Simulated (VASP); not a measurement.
# Zr2Ti (Immm) in VASP: single point with PBE

Aim: the single point of Zr2Ti with PBE.

Program: VASP 6.6.1. These are calculated values, not measurements. Logs are shortened: lines on timing, memory, paths and dates and some standing lists are left out, and cuts for length are marked.

**1. The cell of the first run**

Symmetry: Immm, No. 71, orthorhombic system. Conventional cell: a = 2.985 Å, b = 5.118 Å, c = 8.572 Å, α = 90.00°, β = 90.00°, γ = 90.00°. Within 3.9 Å of Zr (site symmetry mm2) lie 7 Zr at 2.99 to 3.17 Å and 4 Ti at 3.01 to 3.09 Å. Ti (site symmetry mmm) has 2 Ti at 2.99 Å and 8 Zr at 3.01 to 3.09 Å within 3.9 Å.

**2. Single point, PBE**

Contents of INCAR:

```
SYSTEM = Zr2Ti
ALGO = Normal
EDIFF = 1E-6
ENCUT = 500
GGA = PE
GGA_COMPAT = .FALSE.
ISIF = 2
ISMEAR = 0
LASPH = .TRUE.
LCHARG = .FALSE.
LREAL = .FALSE.
LWAVE = .FALSE.
NBANDS = 25
NELM = 120
PREC = Accurate
SIGMA = 0.1
```

Contents of KPOINTS:

```
k-points
0
G
  18 18 18
  0 0 0
```

Contents of POSCAR:

```
Zr2Ti
1.0
   -1.4925495141      2.5587689194      4.2859631316
    1.4925495141     -2.5587689194      4.2859631316
    1.4925495141      2.5587689194     -4.2859631316
Zr Ti
2 1
Direct
    0.6850094888      0.1850094888      0.5000000000
    0.3149905112      0.8149905112      0.5000000000
    0.0000000000      0.0000000000      0.0000000000
```

Potentials or basis: VASP PAW PBE potentials, release 64 (Zr_sv, Ti_sv).

On the command line:

```
> cat potpaw_PBE.64/Zr_sv/POTCAR potpaw_PBE.64/Ti_sv/POTCAR > POTCAR
> mpirun -np 1 vasp_std > vasp.out
```

OUTCAR:

```text
SYSTEM = Zr2Ti
   EDIFF = 1E-6
   ENCUT = 500
   GGA = PE
   ISIF = 2
   ISMEAR = 0
   LASPH = .TRUE.
   LREAL = .FALSE.
   NELM = 120
   PREC = Accurate

 ion  position               nearest neighbor table
   1  0.685  0.185  0.500-   3 3.01   3 3.01   3 3.09   3 3.09   2 3.16   2 3.16   2 3.16   2 3.16
                             2 3.17
   2  0.315  0.815  0.500-   3 3.01   3 3.01   3 3.09   3 3.09   1 3.16   1 3.16   1 3.16   1 3.16
                             1 3.17
   3  0.000  0.000  0.000-   1 3.01   2 3.01   1 3.01   2 3.01   1 3.09   2 3.09   1 3.09   2 3.09

  LATTYP: Found a body centered orthorhombic cell.
 ALAT       =     2.9850990282
 B/A-ratio  =     1.7143611620
 C/A-ratio  =     2.8715718247

  Lattice vectors:

 A1 = (  -1.4925495141,   2.5587689194,   4.2859631316)
 A2 = (   1.4925495141,  -2.5587689194,   4.2859631316)
 A3 = (   1.4925495141,   2.5587689194,  -4.2859631316)

Analysis of symmetry for initial positions (statically):
=====================================================================
 Subroutine PRICEL returns:
 Original cell was already a primitive cell.

 Routine SETGRP: Setting up the symmetry group for a
 body centered orthorhombic supercell.

 Subroutine GETGRP returns: Found  8 space group operations
 (whereof  8 operations were pure point group operations)
 out of a pool of  8 trial point group operations.

The static configuration has the point symmetry D_2h.

Analysis of symmetry for dynamics (positions and initial velocities):
=====================================================================
 Subroutine PRICEL returns:
 Original cell was already a primitive cell.

 Routine SETGRP: Setting up the symmetry group for a
 body centered orthorhombic supercell.

 Subroutine GETGRP returns: Found  8 space group operations
 (whereof  8 operations were pure point group operations)
 out of a pool of  8 trial point group operations.

The dynamic configuration has the point symmetry D_2h.

 Subroutine INISYM returns: Found  8 space group operations
 (whereof  8 operations are pure point group operations),
 and found     1 'primitive' translations

----------------------------------------------------------------------------------------

                                     Primitive cell

  volume of cell :      65.4739

  direct lattice vectors                    reciprocal lattice vectors
    -1.492549514  2.558768919  4.285963132     0.000000000  0.195406469  0.116659893
     1.492549514 -2.558768919  4.285963132     0.334997262  0.000000000  0.116659893
     1.492549514  2.558768919 -4.285963132     0.334997262  0.195406469  0.000000000

  length of vectors
     5.210036699  5.210036699  5.210036699     0.227581236  0.354729046  0.387823225

  position of ions in fractional coordinates (direct lattice)
     0.685009489  0.185009489  0.500000000
     0.314990511  0.814990511  0.500000000
     0.000000000  0.000000000  0.000000000

  ion indices of the primitive-cell ions
   primitive index   ion index
                 1           1
                 2           2
                 3           3

----------------------------------------------------------------------------------------

 KPOINTS: k-points

Automatic generation of k-mesh.
 Grid dimensions read from file:
 generate k-points for:   18   18   18

 Generating k-lattice:

  Cartesian coordinates                     Fractional coordinates (reciprocal lattice)
     0.000000000  0.010855915  0.006481105     0.055555556  0.000000000  0.000000000
     0.018610959  0.000000000  0.006481105    -0.000000000  0.055555556  0.000000000
     0.018610959  0.010855915  0.000000000    -0.000000000  0.000000000  0.055555556

  Length of vectors
     0.012643402  0.019707169  0.021545735

  Shift w.r.t. Gamma in fractional coordinates (k-lattice)
     0.000000000  0.000000000  0.000000000

 Subroutine IBZKPT returns following result:
 ===========================================

 Found    865 irreducible k-points:

 Following reciprocal coordinates:
            Coordinates               Weight
  0.000000  0.000000  0.000000      1.000000
  0.055556  0.000000 -0.000000      4.000000
  0.111111  0.000000 -0.000000      4.000000
  0.166667  0.000000 -0.000000      4.000000
  0.222222  0.000000 -0.000000      4.000000
  0.277778  0.000000 -0.000000      4.000000
[... 16 lines left out ...]
 -0.333333  0.055556  0.000000      8.000000
 -0.277778  0.055556  0.000000      8.000000
 [... further k-points ...]
   k-points           NKPTS =    865   k-points in BZ     NKDIM =    865   number of bands    NBANDS=     25
   number of dos      NEDOS =    301   number of ions     NIONS =      3
   total plane-waves  NPLWV =  64000
   dimension x,y,z NGX =    40 NGY =   40 NGZ =   40
   dimension x,y,z NGXF=    80 NGYF=   80 NGZF=   80
   ions per type =               2   1
   NGX,Y,Z   is equivalent  to a cutoff of  12.76, 12.76, 12.76 a.u.
   NGXF,Y,Z  is equivalent  to a cutoff of  25.53, 25.53, 25.53 a.u.
 SYSTEM =  Zr2Ti
   PREC   = accura    normal or accurate (medium, high low for compatibility)
   ISTART =      0    job   : 0-new  1-cont  2-samecut
   ICHARG =      2    charge: 1-file 2-atom 10-const
   ISPIN  =      1    spin polarized calculation?
   LNONCOLLINEAR =      F non collinear calculations
   LSORBIT =      F    spin-orbit coupling
   LASPH  =      T    aspherical Exc in radial PAW
   ENCUT  =  500.0 eV  36.75 Ry    6.06 a.u.   9.50  9.50  9.50*2*pi/ulx,y,z
   NELM   =    120;   NELMIN=  2; NELMDL= -5     # of ELM steps
   EDIFF  = 0.1E-05   stopping-criterion for ELM
   LREAL  =      F    real-space projection
   EDIFFG = 0.1E-04   stopping-criterion for IOM
   NSW    =      0    number of steps for IOM
   IBRION =     -1    ionic relax: 0-MD 1-quasi-New 2-CG
   NFREE  =      0    steps in history (QN), initial steepest desc. (CG)
   ISIF   =      2    stress and relaxation
   ISYM   =      2    0-nonsym 1-usesym 2-fastsym
   POTIM  = 0.5000    time-step for ionic-motion
   TEBEG  =    0.0;   TEEND  =   0.0 temperature during run
   PSTRESS=    0.0 pullay stress
   NELECT =      36.0000    total number of electrons
   NUPDOWN=      -1.0000    fix difference up-down
   EMIN   =  10.00;   EMAX   =-10.00  energy-range for DOS
   EFERMI =   0.00;   METHOD = LEGACY
   ISMEAR =     0;   SIGMA  =   0.10  broadening in eV -4-tet -1-fermi 0-gaus
   EFERMI_NEDOS =   21; number of points for ismear=-14 and -15
   IALGO  =     38    algorithm
   IMIX   =      4    mixing-type and parameters
     AMIX     =   0.40;   BMIX     =  1.00
     AMIX_MAG =   1.60;   BMIX_MAG =  1.00
  volume/ion in A,a.u.               =      21.82       147.28
  Fermi-wavevector in a.u.,A,eV,Ry     =   1.341177  2.534458 24.473575  1.798757
  Thomas-Fermi vector in A             =   2.469432
   LORBIT       =      0    0 simple, 1 ext, 2 COOP (PROOUT), +10 PAW based schemes
   GGA     = PE    functional components
   LHFCALC =     F    Hartree Fock is set to
   AEXX    =    0.0000 exact exchange contribution
   IVDW    =     0    specifies the selected vdW correction
   LEPSILON=     F    determine dielectric tensor
   LRPA    =     F    only Hartree local field effects (RPA)
 non-spin polarized calculation
 Gauss-broadening in eV      SIGMA  =   0.10
  energy-cutoff  :      500.00
  volume of cell :       65.47
 maximum number of plane-waves:      1689
 NGX is ok and might be reduce to    40
   NGX = 19   NGY = 19   NGZ = 19

 number of electron      36.0000000 magnetization

 Free energy of the ion-electron system (eV)
  ---------------------------------------------------
  ext. energy  EPLUGINS =         0.00000000
  ---------------------------------------------------
  free energy    TOTEN  =       -24.20923981 eV

  energy without entropy =      -24.18805008  energy(sigma->0) =      -24.19864495

 E-fermi :   8.3446     XC(G=0): -11.0514

 val. band max:        8.3436094073   @ k =  -0.2222   0.4444   0.2222
 cond. band min:       8.3447540881   @ k =   0.1667   0.2778   0.0556
 fundamental gap:      0.0011446808
 Fermi energy:         8.3446392687

 k-point     1 :       0.0000    0.0000    0.0000
  band No.  band energies     occupation
      1     -48.4544      2.00000
      2     -40.1372      2.00000
      3     -40.0015      2.00000
      4     -24.7415      2.00000
      5     -24.6644      2.00000
      6     -24.5798      2.00000
[... 17 lines left out ...]
     24      10.1318      0.00000
     25      11.5788      0.00000

 k-point     2 :       0.0556    0.0000   -0.0000
  band No.  band energies     occupation
      1     -48.4544      2.00000
      2     -40.1362      2.00000
      3     -40.0026      2.00000
      4     -24.7414      2.00000
      5     -24.6644      2.00000
      6     -24.5799      2.00000
[... 17 lines left out ...]
     24      10.1254      0.00000
     25      11.4274      0.00000

 k-point     3 :       0.1111    0.0000   -0.0000
  band No.  band energies     occupation
      1     -48.4544      2.00000
      2     -40.1334      2.00000
      3     -40.0055      2.00000
      4     -24.7412      2.00000
      5     -24.6644      2.00000
      6     -24.5799      2.00000
[... 17 lines left out ...]
     24      10.1869      0.00000
     25      11.2969      0.00000

 k-point     4 :       0.1667    0.0000   -0.0000
  band No.  band energies     occupation
      1     -48.4544      2.00000
      2     -40.1287      2.00000
      3     -40.0104      2.00000
      4     -24.7410      2.00000
      5     -24.6643      2.00000
      6     -24.5799      2.00000
[... 17 lines left out ...]
     24      10.3017      0.00000
     25      11.2045      0.00000

 k-point     5 :       0.2222    0.0000   -0.0000
  band No.  band energies     occupation
      1     -48.4544      2.00000
      2     -40.1225      2.00000
      3     -40.0169      2.00000
      4     -24.7406      2.00000
      5     -24.6642      2.00000
      6     -24.5799      2.00000
[... 17 lines left out ...]
     24      10.4665      0.00000
     25      11.1568      0.00000

 k-point     6 :       0.2778    0.0000   -0.0000
  band No.  band energies     occupation
      1     -48.4543      2.00000
      2     -40.1148      2.00000
      3     -40.0249      2.00000
      4     -24.7403      2.00000
      5     -24.6640      2.00000
      6     -24.5799      2.00000
[... 17 lines left out ...]
     24      10.6704      0.00000
     25      11.1568      0.00000
[... 393 lines left out ...]
 k-point    21 :      -0.4444    0.0556    0.0000
  band No.  band energies     occupation
      1     -48.4534      2.00000
      2     -40.0862      2.00000
      3     -40.0478      2.00000
      4     -24.7385      2.00000
      5     -24.6628      2.00000
      6     -24.5882      2.00000
[... 17 lines left out ...]
     24      11.0691      0.00000
     25      11.4121      0.00000

 k-point    22 :      -0.3889    0.0556    0.0000
  band No.  band energies     occupation
      1     -48.4534      2.00000
      2     -40.0948      2.00000
      3     -40.0390      2.00000
      4     -24.7386      2.00000
      5     -24.6629      2.00000
      6     -24.5882      2.00000
[... 17 lines left out ...]
     24      10.9286      0.00000
     25      11.2561      0.00000

 k-point    23 :      -0.3333    0.0556    0.0000
  band No.  band energies     occupation
      1     -48.4534      2.00000
      2     -40.1039      2.00000
      3     -40.0297      2.00000
      4     -24.7389      2.00000
      5     -24.6631      2.00000
      6     -24.5881      2.00000
[... 17 lines left out ...]
     24      10.7737      0.00000
     25      11.1114      0.00000

 k-point    24 :      -0.2778    0.0556    0.0000
  band No.  band energies     occupation
      1     -48.4535      2.00000
      2     -40.1124      2.00000
      3     -40.0210      2.00000
      4     -24.7393      2.00000
      5     -24.6633      2.00000
      6     -24.5881      2.00000
[... 17 lines left out ...]
     24      10.6093      0.00000
     25      11.0310      0.00000

 [... further k-points ...]

------------------------ aborting loop because EDIFF is reached ----------------------------------------

  FORCE on cell =-STRESS in cart. coord.  units (eV):
  Direction    XX          YY          ZZ          XY          YZ          ZX
  --------------------------------------------------------------------------------------
  -------------------------------------------------------------------------------------
  Total       -0.0093977     -0.0322998     -0.0298618      0.0000000      0.0000000      0.0000000
  in kB       -0.2299659     -0.7903908     -0.7307333      0.0000000      0.0000000      0.0000000
  external PRESSURE =      -0.5836967 kB  Pullay stress =       0.0000000 kB

 VOLUME and BASIS-vectors are now :
 -----------------------------------------------------------------------------
  energy-cutoff  :      500.00
  volume of cell :       65.47
      direct lattice vectors                 reciprocal lattice vectors
    -1.492549514  2.558768919  4.285963132     0.000000000  0.195406469  0.116659893
     1.492549514 -2.558768919  4.285963132     0.334997262  0.000000000  0.116659893
     1.492549514  2.558768919 -4.285963132     0.334997262  0.195406469  0.000000000

 POSITION                                       TOTAL-FORCE (eV/Angst)
 -----------------------------------------------------------------------------------
     -0.00000      2.55877      1.58589        -0.000000     -0.000000     -0.001780
      1.49255      0.00000      2.70008         0.000000     -0.000000      0.001780
      0.00000      0.00000      0.00000         0.000000      0.000000      0.000000
 -----------------------------------------------------------------------------------
    total drift:                                0.000000      0.000000     -0.000000

  FREE ENERGIE OF THE ION-ELECTRON SYSTEM (eV)
  ---------------------------------------------------
  free  energy   TOTEN  =       -24.2092398084 eV

  energy  without entropy=      -24.1880500819  energy(sigma->0) =      -24.19864495
```

It took 46 min on 1 thread of Oxide Virtual Turin-like, shared host; peak memory 1.2 GiB.

What came out:

```yaml
Free_energy: -24.2092 eV
Pressure: -0.1 GPa
Band_gap_on_the_k_mesh: zero (bands 18 and 19 overlap by 0.76 eV)
```

Levels at points of the mesh, in eV from the Fermi level:
| k point | band 14 | band 15 | band 16 | band 17 | band 18 | band 19 | band 20 | band 21 | band 22 | band 23 |
| --- | --- | --- | --- | --- | --- | --- | --- | --- | --- | --- |
| (0.00, 0.00, 0.00) | -1.75 | -1.27 | -1.25 | -0.30 | -0.11 | 0.01 | 0.47 | 1.42 | 1.47 | 1.76 |
| (0.50, 0.00, 0.00) | -3.29 | -2.57 | -0.97 | -0.73 | -0.33 | -0.28 | 0.82 | 1.38 | 1.38 | 2.00 |
| (0.00, 0.50, 0.00) | -2.03 | -1.96 | -1.48 | -0.96 | -0.36 | 0.34 | 0.61 | 1.49 | 1.83 | 2.59 |
| (0.50, 0.50, 0.00) | -2.26 | -2.16 | -0.65 | -0.38 | -0.29 | 0.11 | 0.44 | 1.78 | 2.05 | 2.10 |
| (0.50, 0.50, 0.50) | -3.07 | -2.73 | -1.46 | -0.74 | 0.44 | 0.45 | 0.82 | 1.17 | 1.62 | 2.02 |
